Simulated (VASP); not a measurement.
# SnO (P4/nmm) in VASP: further runs, part 2 of 2

VASP 6.6.1.

### Step 5. Single point, r2SCAN

This run uses another cell than the first one, of the same volume but with other edges.

POSCAR reads:

```
SnO
1.0
    3.5778189818      0.0000000000      0.0000000000
    0.0000000000      3.5778189818      0.0000000000
    0.0000000000      0.0000000000      5.4610202828
Sn O
2 2
Direct
    0.0000000000      0.5000000000      0.2385000000
    0.5000000000      0.0000000000      0.7615000000
    0.0000000000      0.0000000000      0.0000000000
    0.5000000000      0.5000000000      0.0000000000
```

INCAR.step1 reads:

```
SYSTEM = SnO
PREC     = Accurate       ! precision mode
ENCUT    = 520            ! plane-wave cutoff, eV
ISMEAR   = 0              ! smearing method
SIGMA    = 0.03           ! smearing width, eV
LREAL    = .FALSE.        ! projectors in reciprocal space
LASPH    = .TRUE.         ! aspherical terms in the spheres
NELM     = 100            ! most SCF steps
NBANDS   = 28             ! bands
GGA      = PE             ! functional
ALGO     = Normal         ! electronic algorithm
EDIFF    = 1E-4           ! SCF threshold, eV
LWAVE    = .TRUE.         ! write WAVECAR
LCHARG   = .FALSE.        ! write CHGCAR
```

INCAR.step2 reads:

```
SYSTEM = SnO
PREC     = Accurate       ! precision mode
ENCUT    = 520            ! plane-wave cutoff, eV
EDIFF    = 1E-6           ! SCF threshold, eV
ISMEAR   = 0              ! smearing method
SIGMA    = 0.03           ! smearing width, eV
LREAL    = .FALSE.        ! projectors in reciprocal space
LASPH    = .TRUE.         ! aspherical terms in the spheres
NELM     = 100            ! most SCF steps
ALGO     = Normal         ! electronic algorithm
ISIF     = 2              ! what is computed and relaxed
LWAVE    = .FALSE.        ! write WAVECAR
LCHARG   = .TRUE.         ! write CHGCAR
METAGGA  = R2SCAN         ! meta-GGA
LMIXTAU  = .TRUE.       
LELF     = .TRUE.         ! ELF
LVHAR    = .TRUE.       
NBANDS   = 28             ! bands
ISTART   = 1
```

KPOINTS reads:

```
regular mesh
0
G
  10 10 8
  0 0 0
```

Potentials or basis: VASP PAW PBE potentials, release 64 (Sn_d, O).

Command:

```console
$ cat potpaw_PBE.64/Sn_d/POTCAR potpaw_PBE.64/O/POTCAR > POTCAR
$ cp INCAR.step1 INCAR
$ mpirun -np 1 vasp_std > vasp.out
$ cp INCAR.step2 INCAR
$ mpirun -np 1 vasp_std > vasp.out
```

OUTCAR:

```text
SYSTEM = SnO
   PREC = Accurate
   ENCUT = 520
   EDIFF = 1E-6
   ISMEAR = 0
   LREAL = .FALSE.
   LASPH = .TRUE.
   NELM = 100
   ISIF = 2
   METAGGA = R2SCAN
   ISTART = 1

 ion  position               nearest neighbor table
   1  0.000  0.500  0.239-   3 2.21   4 2.21   3 2.21   4 2.21   2 3.63   2 3.63   2 3.63   2 3.63

   2  0.500  0.000  0.761-   3 2.21   4 2.21   4 2.21   3 2.21   1 3.63   1 3.63   1 3.63   1 3.63

   3  0.000  0.000  0.000-   1 2.21   2 2.21   1 2.21   2 2.21
   4  0.500  0.500  0.000-   1 2.21   2 2.21   2 2.21   1 2.21

  LATTYP: Found a simple tetragonal cell.
 ALAT       =     3.5778189818
 C/A-ratio  =     1.5263545502

  Lattice vectors:

 A1 = (   3.5778189818,   0.0000000000,   0.0000000000)
 A2 = (   0.0000000000,   3.5778189818,   0.0000000000)
 A3 = (   0.0000000000,   0.0000000000,   5.4610202828)

Analysis of symmetry for initial positions (statically):
=====================================================================
 Subroutine PRICEL returns:
 Original cell was already a primitive cell.

 Routine SETGRP: Setting up the symmetry group for a
 simple tetragonal supercell.

 Subroutine GETGRP returns: Found 16 space group operations
 (whereof  8 operations were pure point group operations)
 out of a pool of 16 trial point group operations.

The static configuration has the point symmetry D_2d.
 The point group associated with its full space group is D_4h.

Analysis of symmetry for dynamics (positions and initial velocities):
=====================================================================
 Subroutine PRICEL returns:
 Original cell was already a primitive cell.

 Routine SETGRP: Setting up the symmetry group for a
 simple tetragonal supercell.

 Subroutine GETGRP returns: Found 16 space group operations
 (whereof  8 operations were pure point group operations)
 out of a pool of 16 trial point group operations.

[... 118 lines left out ...]
   EMIN   =  10.00;   EMAX   =-10.00  energy-range for DOS
   EFERMI =   0.00;   METHOD = LEGACY
   ISMEAR =     0;   SIGMA  =   0.03  broadening in eV -4-tet -1-fermi 0-gaus
   EFERMI_NEDOS =   21; number of points for ismear=-14 and -15
   IALGO  =     38    algorithm
   IMIX   =      4    mixing-type and parameters
     AMIX     =   0.40;   BMIX     =  1.00
     AMIX_MAG =   1.60;   BMIX_MAG =  1.00
  volume/ion in A,a.u.               =      17.48       117.94
  Fermi-wavevector in a.u.,A,eV,Ry     =   1.359121  2.568365 25.132801  1.847209
  Thomas-Fermi vector in A             =   2.485896
   LORBIT       =      0    0 simple, 1 ext, 2 COOP (PROOUT), +10 PAW based schemes
   METAGGA = R2SCAN    functional components
   LHFCALC =     F    Hartree Fock is set to
   AEXX    =    0.0000 exact exchange contribution
   IVDW    =     0    specifies the selected vdW correction
   LEPSILON=     F    determine dielectric tensor
   LRPA    =     F    only Hartree local field effects (RPA)
 non-spin polarized calculation
 Gauss-broadening in eV      SIGMA  =   0.03
  energy-cutoff  :      520.00
  volume of cell :       69.91
 maximum number of plane-waves:      1924
 NGX is ok and might be reduce to    28

 number of electron      40.0000009 magnetization

 Free energy of the ion-electron system (eV)
  ---------------------------------------------------
  ext. energy  EPLUGINS =         0.00000000
  ---------------------------------------------------
  free energy    TOTEN  =       -66.42776307 eV

  energy without entropy =      -66.42770443  energy(sigma->0) =      -66.42773375

 E-fermi :   7.2228     XC(G=0): -10.9273

 val. band max:        7.1694247950   @ k =   0.1000   0.0000   0.0000
 cond. band min:       7.2267004787   @ k =   0.5000   0.5000   0.0000
 fundamental gap:      0.0572756837
 Fermi energy:         7.2227687746

 k-point     1 :       0.0000    0.0000    0.0000
  band No.  band energies     occupation
      1     -15.6816      2.00000
      2     -15.2866      2.00000
      3     -15.1521      2.00000
      4     -15.1521      2.00000
      5     -15.1497      2.00000
      6     -15.1227      2.00000
[... 733 lines left out ...]
     27      15.1719      0.00000
     28      18.2578      0.00000

 [... further k-points ...]
[... 5 lines left out ...]
  --------------------------------------------------------------------------------------
  -------------------------------------------------------------------------------------
  Total        4.1206547      4.1206547     -4.1046139      0.0000000      0.0000000      0.0000000
  in kB       94.4422425     94.4422425    -94.0746000      0.0000000      0.0000000      0.0000000
  external PRESSURE =      31.6032950 kB  Pullay stress =       0.0000000 kB

 VOLUME and BASIS-vectors are now :
 -----------------------------------------------------------------------------
  energy-cutoff  :      520.00
  volume of cell :       69.91
      direct lattice vectors                 reciprocal lattice vectors
     3.577818982  0.000000000  0.000000000     0.279499887  0.000000000  0.000000000
     0.000000000  3.577818982  0.000000000     0.000000000  0.279499887  0.000000000
     0.000000000  0.000000000  5.461020283     0.000000000  0.000000000  0.183115965

 POSITION                                       TOTAL-FORCE (eV/Angst)
 -----------------------------------------------------------------------------------
      0.00000      1.78891      1.30245         0.000000     -0.000000     -1.668502
      1.78891      0.00000      4.15857        -0.000000      0.000000      1.668502
      0.00000      0.00000      0.00000         0.000000     -0.000000      0.000000
      1.78891      1.78891      0.00000         0.000000      0.000000      0.000000
 -----------------------------------------------------------------------------------
    total drift:                                0.000000      0.000000      0.000000

  FREE ENERGIE OF THE ION-ELECTRON SYSTEM (eV)
  ---------------------------------------------------
  free  energy   TOTEN  =       -66.4277630708 eV

  energy  without entropy=      -66.4277044290  energy(sigma->0) =      -66.42773375
```

OUTCAR.step1:

```text
SYSTEM = SnO
   PREC = Accurate
   ENCUT = 520
   ISMEAR = 0
   LREAL = .FALSE.
   LASPH = .TRUE.
   NELM = 100
[... 977 lines left out ...]
      1.78891      0.00000      4.15857         0.000000     -0.000000      1.003246
      0.00000      0.00000      0.00000         0.000000     -0.000000      0.000000
      1.78891      1.78891      0.00000        -0.000000      0.000000      0.000000
 -----------------------------------------------------------------------------------
    total drift:                                0.000000      0.000000      0.000000

  FREE ENERGIE OF THE ION-ELECTRON SYSTEM (eV)
  ---------------------------------------------------
  free  energy   TOTEN  =       -22.1900112600 eV

  energy  without entropy=      -22.1899339502  energy(sigma->0) =      -22.18997261
```

Run time: 7 min. Hardware: 1 thread of AMD EPYC 9R45 (Zen 5), shared host; peak memory 0.27 GiB.

Results:

```
Free energy            : -66.4278 eV
Pressure               : 3.2 GPa
Largest force          : 1.669 eV/Å
Band gap on the k mesh : zero (bands 20 and 21 overlap by 0.02 eV)
```

Forces in eV/Å, atoms in the order of the input:
```
Sn   0.000  0.000 -1.669
Sn   0.000  0.000  1.669
O    0.000  0.000  0.000
O    0.000  0.000  0.000
```

Levels at points of the mesh, in eV from the Fermi level:
```
           k point  band 18  band 19  band 20  band 21  band 22  band 23
(0.00, 0.00, 0.00)    -2.62    -2.62     0.02     3.13     4.72     5.33
(0.50, 0.00, 0.00)    -4.63    -3.31    -3.31     2.63     2.63     6.77
(0.50, 0.50, 0.00)    -2.36    -1.95    -1.95     0.00     0.00     4.07
(0.00, 0.00, 0.50)    -3.60    -2.64    -2.64     3.60     3.72     3.72
(0.50, 0.00, 0.50)    -4.62    -2.38    -2.38     1.71     1.71     6.48
(0.50, 0.50, 0.50)    -2.78    -1.95    -1.95     2.08     2.08     3.13
```

Caveat: the cell stands under pressure; semilocal functionals underestimate gaps, so a narrow gap can read as zero; the PAW data sets were made with another functional, which shifts forces and pressure a little; spin-orbit coupling is left out, which moves the levels of the heavy elements.

### Step 6. Single point, r2SCAN

This run uses another cell than the first one, of the same volume but with other edges.

POSCAR reads:

```
SnO
1.0
    3.9091545137      0.0000000000      0.0000000000
    0.0000000000      3.9091545137      0.0000000000
    0.0000000000      0.0000000000      4.5745127643
Sn O
2 2
Direct
    0.0000000000      0.5000000000      0.2385000000
    0.5000000000      0.0000000000      0.7615000000
    0.0000000000      0.0000000000      0.0000000000
    0.5000000000      0.5000000000      0.0000000000
```

INCAR.step1 reads:

```
SYSTEM = SnO
PREC     = Accurate       ! precision mode
ENCUT    = 520            ! plane-wave cutoff, eV
ISMEAR   = 0              ! smearing method
SIGMA    = 0.03           ! smearing width, eV
LREAL    = .False.        ! projectors in reciprocal space
LASPH    = .True.         ! aspherical terms in the spheres
NELM     = 100            ! most SCF steps
NBANDS   = 28             ! bands
GGA      = PE             ! functional
ALGO     = Normal         ! electronic algorithm
EDIFF    = 1E-4           ! SCF threshold, eV
LWAVE    = .True.         ! write WAVECAR
LCHARG   = .False.        ! write CHGCAR
```

INCAR.step2 reads:

```
SYSTEM = SnO
PREC     = Accurate       ! precision mode
ENCUT    = 520            ! plane-wave cutoff, eV
EDIFF    = 1E-6           ! SCF threshold, eV
ISMEAR   = 0              ! smearing method
SIGMA    = 0.03           ! smearing width, eV
LREAL    = .False.        ! projectors in reciprocal space
LASPH    = .True.         ! aspherical terms in the spheres
NELM     = 100            ! most SCF steps
ALGO     = Normal         ! electronic algorithm
ISIF     = 2              ! what is computed and relaxed
LWAVE    = .False.        ! write WAVECAR
LCHARG   = .False.        ! write CHGCAR
METAGGA  = R2SCAN         ! meta-GGA
LMIXTAU  = .True.       
NBANDS   = 28             ! bands
ISTART   = 1
```

KPOINTS reads:

```
Automatic mesh
0
Gamma
  10 10 8
  0 0 0
```

Potentials or basis: VASP PAW PBE potentials, release 64 (Sn_d, O).

Command:

```console
$ cat potpaw_PBE.64/Sn_d/POTCAR potpaw_PBE.64/O/POTCAR > POTCAR
$ cp INCAR.step1 INCAR
$ mpirun -np 1 vasp_std > vasp.out
$ cp INCAR.step2 INCAR
$ mpirun -np 1 vasp_std > vasp.out
```

Run time: 6.7 min. Hardware: 1 thread of AMD EPYC 9R45 (Zen 5), shared host; peak memory 0.26 GiB.

Results (log left out):

* Free energy: -66.8293 eV
* Pressure: -0.8 GPa
* Largest force: 0.305 eV/Å
* Band gap on the k mesh: 0.57 eV (least direct gap 2.15 eV)

Forces in eV/Å, atoms in the order of the input:
```
Sn   0.000  0.000  0.305
Sn   0.000  0.000 -0.305
O    0.000  0.000  0.000
O    0.000  0.000  0.000
```

Stress tensor (GPa, compression positive):
```
-2.75  0.00  0.00
 0.00 -2.75  0.00
 0.00  0.00  3.14
```

Levels at points of the mesh, in eV from the valence-band top:
| k point | band 18 | band 19 | band 20 | band 21 | band 22 | band 23 |
| --- | --- | --- | --- | --- | --- | --- |
| (0.00, 0.00, 0.00) | -3.42 | -3.42 | -0.06 | 2.54 | 5.04 | 5.04 |
| (0.50, 0.00, 0.00) | -4.81 | -2.41 | -2.41 | 4.02 | 4.02 | 6.33 |
| (0.50, 0.50, 0.00) | -2.73 | -1.58 | -1.58 | 0.57 | 0.57 | 5.53 |
| (0.00, 0.00, 0.50) | -3.43 | -2.59 | -1.67 | 1.77 | 3.24 | 3.24 |
| (0.50, 0.00, 0.50) | -4.95 | -1.47 | -1.47 | 3.31 | 3.31 | 5.71 |
| (0.50, 0.50, 0.50) | -2.73 | -2.61 | -2.61 | 3.05 | 3.05 | 5.09 |

Caveat: the PAW data sets were made with another functional, which shifts forces and pressure a little; spin-orbit coupling is left out, which moves the levels of the heavy elements. A k mesh can miss the band edges.

### Step 7. The runs side by side

| cell | gap on the mesh (eV) | pressure (GPa) | largest force (eV/Å) |
| --- | --- | --- | --- |
| a = 4.096, b = 4.096, c = 4.168 Å, 4 atoms | 1.13 | -3.2 | 0.36 |
| a = 3.484, b = 3.484, c = 5.760 Å, 4 atoms | 0.39 | 3.9 | 2.74 |
| a = 4.014, b = 4.014, c = 4.339 Å, 4 atoms | 0.96 | -2.2 | 0.40 |
| a = 3.578, b = 3.578, c = 5.461 Å, 4 atoms | none | 3.2 | 1.67 |
| a = 3.909, b = 3.909, c = 4.575 Å, 4 atoms | 0.57 | -0.8 | 0.30 |

Alike in all rows: task single point; level r2SCAN; potentials or basis VASP PAW PBE potentials, release 64 (Sn_d, O); no spin polarisation; k mesh 10 × 10 × 8; cutoff (eV) 520; smearing gaussian 0.03 eV.

Caveats: the PAW data sets were made with another functional, which shifts forces and pressure a little; spin-orbit coupling is left out, which moves the levels of the heavy elements; the cell stands under pressure (at least some runs); the cell stands under tension (at least some runs); semilocal functionals underestimate gaps, so a narrow gap can read as zero (at least some runs).

Absolute energies hang on the potentials; compare differences alone.
